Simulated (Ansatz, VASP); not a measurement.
## Cr: VASP beside Ansatz

```
Cr
1.0
     0.01380    1.84000    1.84000
     1.84000    0.01380    1.84000
     1.85380    1.85380    0.00000
Cr
1
Direct
  0.00000 0.00000 0.00000
```

Change from the starting cell: strain +0.0150 x Voigt [0, 0, 0, 0, 0, 1], atoms carried along.

Alike in both runs: task single point; functional PBE; k mesh 22 × 22 × 22; occupations gaussian, width 0.15 eV; no spin polarisation.

|  | VASP | Ansatz |
| --- | --- | --- |
| version | VASP 6.6.1 | Ansatz 0.2.0 |
| potentials or method | VASP PAW PBE potentials, release 64 (Cr_pv), cutoff 520 eV | scalar-relativistic, plane waves, PAW |
| valence electrons in the cell | 12 | 14 |

|  | VASP | Ansatz | Ansatz less VASP |
| --- | --- | --- | --- |
| gap on the k mesh at the Fermi level (eV) | none | none | - |
| pressure (GPa) | -10.4 | -10.1 | +0.30 |
| traceless stress, the component that is largest in VASP (GPa) | 1.22 | 1.25 | +0.032 |

A gap of «none» marks a metal or a gap that the smearing closes. VASP's potentials hold 12 valence electrons a cell and Ansatz's 14, so a difference there can come from the potentials and not from the codes.
